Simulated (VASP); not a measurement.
# CuSi2 (P4/mmm) in VASP: single point with PBE

Aim: the single point of CuSi2 with PBE.

Everything below comes from runs of VASP 6.6.1. Logs are shortened: lines on timing, memory, paths and dates and some standing lists are left out, and cuts for length are marked.

**1. The cell of the first run**

Symmetry: P4/mmm, No. 123, tetragonal system. Conventional cell: a = 2.762 Å, b = 2.762 Å, c = 5.699 Å, α = 90.00°, β = 90.00°, γ = 90.00°. Within 3.1 Å of Si (site symmetry 4mm) lie 5 Si at 2.34 to 2.76 Å and 4 Cu at 2.58 Å. Within 3.4 Å of Cu (site symmetry 4/mmm) lie 8 Si at 2.58 Å and 4 Cu at 2.76 Å.

**2. Single point, PBE**

The input, POSCAR:

```
CuSi2
1.0
    2.7620150000      0.0000000000      0.0000000000
    0.0000000000      2.7620150000      0.0000000000
    0.0000000000      0.0000000000      5.6987300000
Si Cu
2 1
Direct
    0.5000000000      0.5000000000      0.2950000000
    0.5000000000      0.5000000000      0.7050000000
    0.0000000000      0.0000000000      0.0000000000
```

The input, INCAR.step1:

```
ALGO     = Normal         # electronic algorithm
EDIFF    = 1E-6           # SCF threshold, eV
ENCUT    = 520            # plane-wave cutoff, eV
GGA      = PE             # functional
ISIF     = 2              # what is computed and relaxed
ISMEAR   = -1             # smearing method
LASPH    = T              # aspherical terms in the spheres
LCHARG   = T              # write CHGCAR
LMAXMIX  = 4              # l up to which the mixer works
LREAL    = F              # projectors in reciprocal space
LWAVE    = F              # write WAVECAR
NBANDS   = 16             # bands
NELM     = 100            # most SCF steps
PREC     = Accurate       # precision mode
SIGMA    = 0.0263         # smearing width, eV
```

The input, KPOINTS.step1:

```
k-points
0
Gamma
  12 12 6
```

The input, INCAR.step2:

```
ALGO     = Normal         # electronic algorithm
EDIFF    = 1E-6           # SCF threshold, eV
ENCUT    = 520            # plane-wave cutoff, eV
GGA      = PE             # functional
ICHARG   = 11             # starting density
ISIF     = 2              # what is computed and relaxed
ISMEAR   = -5             # smearing method
LASPH    = T              # aspherical terms in the spheres
LCHARG   = F              # write CHGCAR
LMAXMIX  = 4              # l up to which the mixer works
LORBIT   = 11             # projections on sites
LREAL    = F              # projectors in reciprocal space
LWAVE    = F              # write WAVECAR
NBANDS   = 16             # bands
NEDOS    = 1001           # points of the DOS
NELM     = 100            # most SCF steps
PREC     = Accurate       # precision mode
SIGMA    = 0.0263         # smearing width, eV
```

The input, KPOINTS.step2:

```
k-points
0
Gamma
  18 18 9
```

Potentials or basis: VASP PAW PBE potentials, release 64 (Si, Cu).

Command:

```bash
> cat potpaw_PBE.64/Si/POTCAR potpaw_PBE.64/Cu/POTCAR > POTCAR
> cp INCAR.step1 INCAR
> cp KPOINTS.step1 KPOINTS
> mpirun -np 1 vasp_std > vasp.out
> cp INCAR.step2 INCAR
> cp KPOINTS.step2 KPOINTS
> mpirun -np 1 vasp_std > vasp.out
```

OUTCAR:

```text
EDIFF = 1E-6
   ENCUT = 520
   GGA = PE
   ICHARG = 11
   ISIF = 2
   ISMEAR = -5
   LASPH = T
   LORBIT = 11
   LREAL = F
   NELM = 100
   PREC = Accurate

 ion  position               nearest neighbor table
   1  0.500  0.500  0.295-   2 2.34   3 2.58   3 2.58   3 2.58   3 2.58
   2  0.500  0.500  0.705-   1 2.34   3 2.58   3 2.58   3 2.58   3 2.58
   3  0.000  0.000  0.000-   1 2.58   2 2.58   1 2.58   2 2.58   1 2.58   2 2.58   1 2.58   2 2.58

  LATTYP: Found a simple tetragonal cell.
 ALAT       =     2.7620150000
 C/A-ratio  =     2.0632509237

  Lattice vectors:

 A1 = (   2.7620150000,   0.0000000000,   0.0000000000)
 A2 = (   0.0000000000,   2.7620150000,   0.0000000000)
 A3 = (   0.0000000000,   0.0000000000,   5.6987300000)

Analysis of symmetry for initial positions (statically):
=====================================================================
 Subroutine PRICEL returns:
 Original cell was already a primitive cell.

 Routine SETGRP: Setting up the symmetry group for a
 simple tetragonal supercell.

 Subroutine GETGRP returns: Found 16 space group operations
 (whereof 16 operations were pure point group operations)
 out of a pool of 16 trial point group operations.

The static configuration has the point symmetry D_4h.

Analysis of symmetry for dynamics (positions and initial velocities):
=====================================================================
 Subroutine PRICEL returns:
 Original cell was already a primitive cell.

 Routine SETGRP: Setting up the symmetry group for a
 simple tetragonal supercell.

 Subroutine GETGRP returns: Found 16 space group operations
 (whereof 16 operations were pure point group operations)
 out of a pool of 16 trial point group operations.

The dynamic configuration has the point symmetry D_4h.

 Subroutine INISYM returns: Found 16 space group operations
 (whereof 16 operations are pure point group operations),
 and found     1 'primitive' translations

----------------------------------------------------------------------------------------

                                     Primitive cell

  volume of cell :      43.4741

  direct lattice vectors                    reciprocal lattice vectors
     2.762015000  0.000000000  0.000000000     0.362054515  0.000000000  0.000000000
     0.000000000  2.762015000  0.000000000     0.000000000  0.362054515  0.000000000
     0.000000000  0.000000000  5.698730000     0.000000000  0.000000000  0.175477694

[... 91 lines left out ...]
   IBRION =     -1    ionic relax: 0-MD 1-quasi-New 2-CG
   NFREE  =      0    steps in history (QN), initial steepest desc. (CG)
   ISIF   =      2    stress and relaxation
   ISYM   =      2    0-nonsym 1-usesym 2-fastsym
   POTIM  = 0.5000    time-step for ionic-motion
   TEBEG  =    0.0;   TEEND  =   0.0 temperature during run
   PSTRESS=    0.0 pullay stress
   NELECT =      19.0000    total number of electrons
   NUPDOWN=      -1.0000    fix difference up-down
   EMIN   =  10.00;   EMAX   =-10.00  energy-range for DOS
   EFERMI =   0.00;   METHOD = LEGACY
   ISMEAR =    -5;   SIGMA  =   0.03  broadening in eV -4-tet -1-fermi 0-gaus
   EFERMI_NEDOS =   21; number of points for ismear=-14 and -15
   IALGO  =     38    algorithm
   IMIX   =      4    mixing-type and parameters
     AMIX     =   0.40;   BMIX     =  1.00
     AMIX_MAG =   1.60;   BMIX_MAG =  1.00
  volume/ion in A,a.u.               =      14.49        97.79
  Fermi-wavevector in a.u.,A,eV,Ry     =   1.242365  2.347730 21.000205  1.543472
  Thomas-Fermi vector in A             =   2.376723
   LORBIT       =     11    0 simple, 1 ext, 2 COOP (PROOUT), +10 PAW based schemes
   GGA     = PE    functional components
   LHFCALC =     F    Hartree Fock is set to
   AEXX    =    0.0000 exact exchange contribution
   IVDW    =     0    specifies the selected vdW correction
   LEPSILON=     F    determine dielectric tensor
   LRPA    =     F    only Hartree local field effects (RPA)
 non-spin polarized calculation
 Fermi weights with tetrahedron method with Bloechl corrections
  energy-cutoff  :      520.00
  volume of cell :       43.47
 maximum number of plane-waves:      1187
 NGX is ok and might be reduce to    24

 number of electron      19.0000002 magnetization

 Free energy of the ion-electron system (eV)
  ---------------------------------------------------
  ext. energy  EPLUGINS =         0.00000000
  ---------------------------------------------------
  free energy    TOTEN  =       -13.69627384 eV

  energy without entropy =      -13.69627384  energy(sigma->0) =      -13.69627384

 E-fermi :   9.0304     XC(G=0): -11.2623

 val. band max:        9.1275886376   @ k =   0.2778   0.2778   0.3333
 cond. band min:       8.9299383762   @ k =   0.5000   0.0000   0.0000
 fundamental gap:     -0.1976502614
 Fermi energy:         9.0303867707

 k-point     1 :       0.0000    0.0000    0.0000
  band No.  band energies     occupation
      1      -4.2157      2.00000
      2      -0.5851      2.00000
      3       1.1009      2.00000
      4       4.2499      2.00000
      5       4.9503      2.00000
      6       5.2181      2.00000
[... 433 lines left out ...]
      3       3.0842      2.00000
      4       3.7901      2.00000
      5       4.7262      2.00000
      6       4.8785      2.00000
[... 8 lines left out ...]
     15      16.4222      0.00000
     16      19.0070      0.00000

 [... further k-points ...]
[... 5 lines left out ...]
  --------------------------------------------------------------------------------------
  -------------------------------------------------------------------------------------
  Total       -1.1931665     -1.1931665      0.7086172      0.0000000      0.0000000     -0.0000000
  in kB      -43.9725341    -43.9725341     26.1151254      0.0000000      0.0000000     -0.0000000
  external PRESSURE =     -20.6099809 kB  Pullay stress =       0.0000000 kB

 VOLUME and BASIS-vectors are now :
 -----------------------------------------------------------------------------
  energy-cutoff  :      520.00
  volume of cell :       43.47
      direct lattice vectors                 reciprocal lattice vectors
     2.762015000  0.000000000  0.000000000     0.362054515  0.000000000  0.000000000
     0.000000000  2.762015000  0.000000000     0.000000000  0.362054515  0.000000000
     0.000000000  0.000000000  5.698730000     0.000000000  0.000000000  0.175477694

 POSITION                                       TOTAL-FORCE (eV/Angst)
 -----------------------------------------------------------------------------------
      1.38101      1.38101      1.68113         0.000000     -0.000000     -0.384470
      1.38101      1.38101      4.01760        -0.000000      0.000000      0.384470
      0.00000      0.00000      0.00000        -0.000000     -0.000000      0.000000
 -----------------------------------------------------------------------------------
    total drift:                                0.000000     -0.000000     -0.000000

  FREE ENERGIE OF THE ION-ELECTRON SYSTEM (eV)
  ---------------------------------------------------
  free  energy   TOTEN  =       -13.6962738414 eV

  energy  without entropy=      -13.6962738414  energy(sigma->0) =      -13.69627384

 total charge

# of ion       s       p       d       tot
------------------------------------------
    1        0.804   0.781   0.000   1.585
    2        0.804   0.781   0.000   1.585
    3        0.411   0.427   9.181  10.019
--------------------------------------------------
tot          2.019   1.989   9.181  13.190
```

OUTCAR.step1:

```text
EDIFF = 1E-6
   ENCUT = 520
   GGA = PE
   ISIF = 2
[... 683 lines left out ...]
      1.38101      1.38101      1.68113         0.000000     -0.000000     -0.327576
      1.38101      1.38101      4.01760        -0.000000      0.000000      0.327576
      0.00000      0.00000      0.00000        -0.000000     -0.000000      0.000000
 -----------------------------------------------------------------------------------
    total drift:                                0.000000      0.000000      0.000000

  FREE ENERGIE OF THE ION-ELECTRON SYSTEM (eV)
  ---------------------------------------------------
  free  energy   TOTEN  =       -13.6995569226 eV

  energy  without entropy=      -13.6973067178  energy(sigma->0) =      -13.69843182
```

OSZICAR.step1:

```text
N       E                     dE             d eps       ncg     rms          rms(c)
DAV:   1     0.761925539387E+02    0.76193E+02   -0.82216E+03  3608   0.133E+03
DAV:   2    -0.119178047349E+02   -0.88110E+02   -0.82269E+02  3792   0.237E+02
DAV:   3    -0.157716058948E+02   -0.38538E+01   -0.37326E+01  5024   0.514E+01
DAV:   4    -0.158469120808E+02   -0.75306E-01   -0.75254E-01  4144   0.637E+00
DAV:   5    -0.158492786154E+02   -0.23665E-02   -0.23664E-02  5344   0.126E+00    0.145E+01
DAV:   6    -0.189481125992E+02   -0.30988E+01   -0.57483E+01  4496   0.224E+02    0.130E+01
DAV:   7    -0.139635421387E+02    0.49846E+01   -0.12804E+01  4488   0.112E+02    0.418E+00
DAV:   8    -0.137918081597E+02    0.17173E+00   -0.31190E+00  5192   0.558E+01    0.282E+00
DAV:   9    -0.136983174697E+02    0.93491E-01   -0.51572E-01  5072   0.198E+01    0.657E-01
DAV:  10    -0.137000155573E+02   -0.16981E-02   -0.18384E-02  4112   0.108E+00    0.367E-01
DAV:  11    -0.136998711087E+02    0.14445E-03   -0.78833E-04  5616   0.568E-01    0.214E-01
DAV:  12    -0.136995680062E+02    0.30310E-03   -0.44511E-04  4880   0.694E-01    0.108E-01
DAV:  13    -0.136995607217E+02    0.72845E-05   -0.63534E-05  5584   0.106E-01    0.424E-02
DAV:  14    -0.136995573203E+02    0.34014E-05   -0.73130E-06  4752   0.399E-02    0.558E-03
DAV:  15    -0.136995569226E+02    0.39767E-06   -0.12858E-06  2464   0.349E-02
   1 F= -.13699557E+02 E0= -.13698432E+02  d E =-.225020E-02
```

Run time: 4.8 min. Hardware: 1 thread of Intel Xeon 8259CL, shared host; peak memory 0.3 GiB.

What came out:

```
Valence electrons inside the program's atomic spheres : Si 1.58; Cu 10.02
```

Caveat: tetrahedron occupations give inexact forces and stress in metals.
